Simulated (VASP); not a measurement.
# Au in VASP: a series of runs

The runs below take Au through single point, with PBE.

Program: VASP 6.6.1. These are calculated values, not measurements. Logs are shortened: lines on timing, memory, paths and dates and some standing lists are left out, and cuts for length are marked.

## (1) The cell of the first run

The typed cell holds 2 atoms: a = 4.053 Å, b = 4.053 Å, c = 2.972 Å, α = 90.00°, β = 133.17°, γ = 90.00°.

## (2) Single point, PBE

INCAR reads:

```
SYSTEM = Au
ALGO = Fast ; EDIFF = 1E-6
ENCUT = 520 ; GGA = PE
ISIF = 2 ; ISMEAR = 0
LASPH = .True. ; LCHARG = .False.
LREAL = .False. ; LWAVE = .False.
NBANDS = 18 ; NELM = 80
PREC = Accurate ; SIGMA = 0.1
```

KPOINTS reads:

```
k-points
0
Gamma
  9 9 16
  0 0 0
```

POSCAR reads:

```
Au
1.0
    4.0529619339      0.0000000000     -0.0064842648
    0.0000000000      4.0529671209      0.0000000000
   -2.0299106341      0.0000000000      2.1707081225
Au
2
Direct
    0.0000000000      0.0000000000      0.0000000000
    0.5000000000      0.5000000000      0.0000000000
```

Potentials or basis: VASP PAW PBE potentials, release 64 (Au).

Launch:

```bash
$ cat potpaw_PBE.64/Au/POTCAR > POTCAR
$ mpirun -np 1 vasp_std > vasp.out
```

OUTCAR:

```text
SYSTEM = Au
   EDIFF = 1E-6
   ENCUT = 520
   GGA = PE
   ISIF = 2
   ISMEAR = 0
   LASPH = .True.
   LREAL = .False.
   NELM = 80
   PREC = Accurate

 ion  position               nearest neighbor table
   1  0.000  0.000  0.000-   2 2.87   2 2.87   2 2.87   2 2.87   2 2.97   2 2.97   2 2.97   2 2.97

   2  0.500  0.500  0.000-   1 2.87   1 2.87   1 2.87   1 2.87   1 2.97   1 2.97   1 2.97   1 2.97

  LATTYP: Found a simple monoclinic cell.
 ALAT       =     2.9625329480
 B/A-ratio  =     1.3680749521
 C/A-ratio  =     1.0031800869
 COS(beta)  =    -0.0671570408

  Lattice vectors:

 A1 = (   2.0230512998,   0.0000000000,   2.1642238577)
 A2 = (   0.0000000000,  -4.0529671209,   0.0000000000)
 A3 = (   2.0299106341,   0.0000000000,  -2.1707081225)

Analysis of symmetry for initial positions (statically):
=====================================================================
 Subroutine PRICEL returns following result:

  LATTYP: Found a base centered monoclinic cell.
 ALAT       =     4.0529671209
 B/A-ratio  =     1.0000000000
 C/A-ratio  =     0.7309541034
 COS(beta)  =    -0.6817092825

  Lattice vectors:

 A1 = (  -2.0264809669,   2.0264835604,   0.0032421324)
 A2 = (  -2.0264809669,  -2.0264835604,   0.0032421324)
 A3 = (   2.0230512998,   0.0000000000,   2.1642238577)

   2 primitive cells build up your supercell.

 Routine SETGRP: Setting up the symmetry group for a
 simple monoclinic supercell.

 Subroutine GETGRP returns: Found  4 space group operations
 (whereof  4 operations were pure point group operations)
 out of a pool of  4 trial point group operations.

The static configuration has the point symmetry C_2h.

Analysis of symmetry for dynamics (positions and initial velocities):
=====================================================================
 Subroutine PRICEL returns following result:

  LATTYP: Found a base centered monoclinic cell.
 ALAT       =     4.0529671209
 B/A-ratio  =     1.0000000000
 C/A-ratio  =     0.7309541034
 COS(beta)  =    -0.6817092825

  Lattice vectors:

 A1 = (  -2.0264809669,   2.0264835604,   0.0032421324)
 A2 = (  -2.0264809669,  -2.0264835604,   0.0032421324)
 A3 = (   2.0230512998,   0.0000000000,   2.1642238577)

   2 primitive cells build up your supercell.

 Routine SETGRP: Setting up the symmetry group for a
 simple monoclinic supercell.

 Subroutine GETGRP returns: Found  4 space group operations
[... 93 lines left out ...]
   ISTART =      0    job   : 0-new  1-cont  2-samecut
   ICHARG =      2    charge: 1-file 2-atom 10-const
   ISPIN  =      1    spin polarized calculation?
   LNONCOLLINEAR =      F non collinear calculations
   LSORBIT =      F    spin-orbit coupling
   LASPH  =      T    aspherical Exc in radial PAW
   ENCUT  =  520.0 eV  38.22 Ry    6.18 a.u.   7.54  7.54  5.53*2*pi/ulx,y,z
   NELM   =     80;   NELMIN=  2; NELMDL= -5     # of ELM steps
   EDIFF  = 0.1E-05   stopping-criterion for ELM
   LREAL  =      F    real-space projection
   EDIFFG = 0.1E-04   stopping-criterion for IOM
   NSW    =      0    number of steps for IOM
   IBRION =     -1    ionic relax: 0-MD 1-quasi-New 2-CG
   NFREE  =      0    steps in history (QN), initial steepest desc. (CG)
   ISIF   =      2    stress and relaxation
   ISYM   =      2    0-nonsym 1-usesym 2-fastsym
   POTIM  = 0.5000    time-step for ionic-motion
   TEBEG  =    0.0;   TEEND  =   0.0 temperature during run
   PSTRESS=    0.0 pullay stress
   NELECT =      22.0000    total number of electrons
   NUPDOWN=      -1.0000    fix difference up-down
   EMIN   =  10.00;   EMAX   =-10.00  energy-range for DOS
   EFERMI =   0.00;   METHOD = LEGACY
   ISMEAR =     0;   SIGMA  =   0.10  broadening in eV -4-tet -1-fermi 0-gaus
   EFERMI_NEDOS =   21; number of points for ismear=-14 and -15
   IALGO  =     68    algorithm
   IMIX   =      4    mixing-type and parameters
     AMIX     =   0.40;   BMIX     =  1.00
     AMIX_MAG =   1.60;   BMIX_MAG =  1.00
  volume/ion in A,a.u.               =      17.80       120.13
  Fermi-wavevector in a.u.,A,eV,Ry     =   1.394387  2.635010 26.454029  1.944316
  Thomas-Fermi vector in A             =   2.517941
   LORBIT       =      0    0 simple, 1 ext, 2 COOP (PROOUT), +10 PAW based schemes
   GGA     = PE    functional components
   LHFCALC =     F    Hartree Fock is set to
   AEXX    =    0.0000 exact exchange contribution
   IVDW    =     0    specifies the selected vdW correction
   LEPSILON=     F    determine dielectric tensor
   LRPA    =     F    only Hartree local field effects (RPA)
 non-spin polarized calculation
 RMM-DIIS sequential band-by-band and
 Gauss-broadening in eV      SIGMA  =   0.10
  energy-cutoff  :      520.00
  volume of cell :       35.60
 maximum number of plane-waves:       979
 NGX is ok and might be reduce to    30
   NGX = 15   NGY = 15   NGZ = 11

 number of electron      21.9999999 magnetization

 Free energy of the ion-electron system (eV)
  ---------------------------------------------------
  ext. energy  EPLUGINS =         0.00000000
  ---------------------------------------------------
  free energy    TOTEN  =        -6.43153758 eV

  energy without entropy =       -6.42764120  energy(sigma->0) =       -6.42958939

 E-fermi :   8.7407     XC(G=0): -12.4575

 val. band max:        8.7273563032   @ k =   0.1111   0.4444   0.2500
 cond. band min:       8.7460073909   @ k =   0.4444   0.4444   0.3750
 fundamental gap:      0.0186510876
 Fermi energy:         8.7406857653

 k-point     1 :       0.0000    0.0000    0.0000
  band No.  band energies     occupation
      1      -0.6392      2.00000
      2       2.1178      2.00000
      3       2.4152      2.00000
      4       3.9121      2.00000
      5       4.5012      2.00000
      6       4.5012      2.00000
[... 481 lines left out ...]
      5       4.5103      2.00000
      6       4.6068      2.00000
[... 10 lines left out ...]
     17      24.3217      0.00000
     18      25.5024      0.00000

 [... further k-points ...]
[... 5 lines left out ...]
  --------------------------------------------------------------------------------------
  -------------------------------------------------------------------------------------
  Total        0.4156893      0.4052396     -0.0503927      0.0000000      0.0000000     -0.0089388
  in kB       18.7060712     18.2358346     -2.2676790      0.0000000      0.0000000     -0.4022457
  external PRESSURE =      11.5580756 kB  Pullay stress =       0.0000000 kB

 VOLUME and BASIS-vectors are now :
 -----------------------------------------------------------------------------
  energy-cutoff  :      520.00
  volume of cell :       35.60
      direct lattice vectors                 reciprocal lattice vectors
     4.052961934  0.000000000 -0.006484265     0.247102827  0.000000000  0.231075128
     0.000000000  4.052967121  0.000000000     0.000000000  0.246732818  0.000000000
    -2.029910634  0.000000000  2.170708122     0.000738137  0.000000000  0.461369422

 POSITION                                       TOTAL-FORCE (eV/Angst)
 -----------------------------------------------------------------------------------
      0.00000      0.00000      0.00000         0.000000     -0.000000     -0.000000
      2.02648      2.02648     -0.00324        -0.000000      0.000000      0.000000
 -----------------------------------------------------------------------------------
    total drift:                                0.000000      0.000000     -0.000000

  FREE ENERGIE OF THE ION-ELECTRON SYSTEM (eV)
  ---------------------------------------------------
  free  energy   TOTEN  =        -6.4315375826 eV

  energy  without entropy=       -6.4276411966  energy(sigma->0) =       -6.42958939
```

It took 2.3 min on 1 thread of Intel Xeon 6975P-C, shared host; peak memory 0.31 GiB.

Results:

* Free energy: -6.4315 eV
* Pressure: 1.2 GPa
* Band gap on the k mesh: zero (band 11 reaches 12.80 eV, above the bottom of band 12 at 6.19 eV)

Stress tensor (GPa, compression positive):
```
 1.87  0.00 -0.04
 0.00  1.82  0.00
-0.04  0.00 -0.23
```

Caveat: spin-orbit coupling is left out, which moves the levels of the heavy elements.

## (3) Single point, PBE

This run uses another cell than the first one, of 17.61 Å³/atom, 0.989 times its volume.

INCAR reads:

```
PREC = Accurate ; ENCUT = 520
EDIFF = 1E-7 ; ISMEAR = 0
SIGMA = 0.1 ; LREAL = F
LASPH = T ; NELM = 80
ALGO = Fast ; ISIF = 2
LWAVE = F ; LCHARG = F
GGA = PE ; NBANDS = 18
ISYM = 0
```

KPOINTS reads:

```
regular mesh
0
Gamma
  9 9 16
```

POSCAR reads:

```
Au
1.0
    4.0529671209      0.0000000000      0.0000000000
    0.0000000000      4.0529671209      0.0000000000
   -2.0264835605      0.0000000000      2.1437015027
Au
2
Direct
    0.0000000000      0.0000000000      0.0000000000
    0.5000000000      0.5000000000      0.0000000000
```

Potentials or basis: VASP PAW PBE potentials, release 64 (Au).

Launch:

```bash
$ cat potpaw_PBE.64/Au/POTCAR > POTCAR
$ mpirun -np 1 vasp_std > vasp.out
```

It took 5.9 min on 1 thread of Intel Xeon 6975P-C, shared host; peak memory 0.43 GiB.

The run converged. Its results:

```
Free energy            : -6.4299 eV
Pressure               : 2.7 GPa
Band gap on the k mesh : zero (band 11 reaches 13.12 eV, above the bottom of band 12 at 6.37 eV)
```

Stress tensor (GPa, compression positive):
```
 3.50  0.00 -0.14
 0.00  3.25  0.00
-0.14  0.00  1.35
```

Levels at points of the mesh, in eV from the Fermi level:
```
           k point  band 8  band 9  band 10  band 11  band 12  band 13  band 14  band 15
(0.00, 0.00, 0.00)   -2.82   -2.02    -1.84    -1.43     1.45     5.97     9.60     9.68
(0.00, 0.00, 0.50)   -1.67   -1.67    -1.43     0.54     1.46     4.70     5.97     9.61
```

Caveat: spin-orbit coupling is left out, which moves the levels of the heavy elements.

## (4) Single point, PBE

INCAR reads:

```
SYSTEM = Au
  ALGO = Fast
  EDIFF = 1E-7
  ENCUT = 520
  GGA = PE
  ISIF = 2
  ISMEAR = 0
  ISYM = 0
  LASPH = .True.
  LCHARG = .True.
  LELF = .True.
  LREAL = .False.
  LVHAR = .True.
  LWAVE = .False.
  NBANDS = 18
  NELM = 100
  PREC = Accurate
  SIGMA = 0.1
```

KPOINTS reads:

```
k-points
0
Gamma
  9 9 16
  0 0 0
```

POSCAR reads:

```
Au
1.0
    4.0529619339      0.0000000000     -0.0064842648
    0.0000000000      4.0529671209      0.0000000000
   -2.0299106341      0.0000000000      2.1707081225
Au
2
Direct
    0.0000000000      0.0000000000      0.0000000000
    0.5000000000      0.5000000000      0.0000000000
```

Launch:

```bash
$ cat potpaw_PBE.64/Au/POTCAR > POTCAR
$ mpirun -np 1 vasp_std > vasp.out
```

It took 4.6 min on 1 thread of Intel Xeon 6975P-C, shared host; peak memory 0.43 GiB.

Results (log left out):

| Item | Value |
| --- | --- |
| Free energy | -6.4315 eV |
| Pressure | 1.1 GPa |
| Band gap on the k mesh | zero (band 11 reaches 12.80 eV, above the bottom of band 12 at 6.19 eV) |

Stress tensor (GPa, compression positive):
```
 1.85  0.00 -0.04
 0.00  1.80  0.00
-0.04  0.00 -0.25
```

Levels at points of the mesh, in eV from the Fermi level:
```tsv
k point	band 9	band 10	band 11	band 12	band 13	band 14
(0.00, 0.00, 0.00)	-2.02	-1.87	-1.39	1.55	5.98	9.50
(0.00, 0.00, 0.50)	-1.68	-1.39	0.47	1.55	4.47	5.98
```

Caveat: spin-orbit coupling is left out, which moves the levels of the heavy elements.

## (5) Single point, PBE

INCAR reads:

```
SYSTEM = Au
ALGO = Fast
EDIFF = 1E-7
ENCUT = 520
GGA = PE
ISIF = 2
ISMEAR = 0
ISYM = 0
LASPH = .True.
LCHARG = .False.
LREAL = .False.
LWAVE = .False.
NBANDS = 18
NELM = 80
PREC = Accurate
SIGMA = 0.1
```

KPOINTS is that of step 4.

POSCAR reads:

```
Au
1.0
    4.0529668516      0.0000000000     -0.0014773724
    0.0000000000      4.0529671209      0.0000000000
   -2.0272648399      0.0000000000      2.1689614381
Au
2
Direct
    0.0000000000      0.0000000000      0.0000000000
    0.5000000000      0.5000000000      0.0000000000
```

Launch:

```bash
$ cat potpaw_PBE.64/Au/POTCAR > POTCAR
$ mpirun -np 1 vasp_std > vasp.out
```

Wall time 4.8 min (1 thread of Intel Xeon 6975P-C, shared host); peak memory 0.43 GiB.

Results (log left out):

| Quantity | Value |
| --- | --- |
| Free energy | -6.4315 eV |
| Pressure | 1.1 GPa |
| Band gap on the k mesh | zero (band 11 reaches 12.79 eV, above the bottom of band 12 at 6.18 eV) |

Stress tensor (GPa, compression positive):
```
 1.80  0.00 -0.13
 0.00  1.75  0.00
-0.13  0.00 -0.30
```

Levels at points of the mesh, in eV from the Fermi level:
| k point | band 9 | band 10 | band 11 | band 12 | band 13 | band 14 |
| --- | --- | --- | --- | --- | --- | --- |
| (0.00, 0.00, 0.00) | -2.02 | -1.88 | -1.39 | 1.55 | 5.98 | 9.52 |
| (0.00, 0.00, 0.50) | -1.68 | -1.39 | 0.47 | 1.55 | 4.46 | 5.98 |

Caveat: spin-orbit coupling is left out, which moves the levels of the heavy elements.

## (6) Summary

```csv
cell,gap on the mesh (eV),pressure (GPa)
"a = 4.053, b = 4.053, c = 2.972 Å, angles 90.0, 133.2, 90.0°, 2 atoms",none,1.1
"a = 4.053, b = 4.053, c = 2.950 Å, angles 90.0, 133.4, 90.0°, 2 atoms",none,2.7
"a = 4.053, b = 4.053, c = 2.969 Å, angles 90.0, 133.1, 90.0°, 2 atoms",none,1.1
```

Alike in all rows: task single point; level PBE; potentials or basis VASP PAW PBE potentials, release 64 (Au); no spin polarisation; k mesh 9 × 9 × 16; cutoff (eV) 520; smearing gaussian 0.1 eV.

Caveats: spin-orbit coupling is left out, which moves the levels of the heavy elements.

Absolute energies hang on the potentials; compare differences alone.
